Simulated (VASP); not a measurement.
CuO2, 6 atoms in the cell. Symmetry: Cmcm, No. 63, orthorhombic system. Conventional cell: a = 2.712 Å, b = 10.005 Å, c = 4.343 Å, α = 90.00°, β = 90.00°, γ = 90.00°. Cu (site symmetry m2m) has 6 O at 1.78 to 2.22 Å within 2.4 Å. O (site symmetry m2m) has 4 Cu at 1.82 to 2.22 Å and 1 O at 2.38 Å within 2.4 Å. O (site symmetry m2m) has 2 Cu at 1.78 Å and 1 O at 2.38 Å within 2.4 Å. 

- Program: VASP 6.6.1
- Task: single point
- Functional: PBEsol
- Potentials or basis: VASP PAW PBE potentials, release 64 (Cu, O)
- Cutoff: 520 eV
- k mesh: 9 × 9 × 5
- Occupations: fermi-dirac, width 0.05 eV
- Spin: no spin polarisation
- Dipole correction: no
- Further INCAR settings: ALGO = Normal; EDIFF = 1e-07; NBANDS = 32

Potentials or basis: VASP PAW PBE potentials, release 64 (Cu, O).

Launch:

```bash
$ cat potpaw_PBE.64/Cu/POTCAR potpaw_PBE.64/O/POTCAR > POTCAR
$ mpirun -np 1 vasp_std > vasp.out
```

Hardware: 1 thread of Intel(R) Xeon(R) 6975P-C (Granite Rapids) (shared host).

Q: Estimate the wall time of this run.

A: Wall time 110 s on 1 thread of Intel(R) Xeon(R) 6975P-C (Granite Rapids) (shared host), peak memory 0.28 GiB. Counts: scf iterations 18, k points 75.
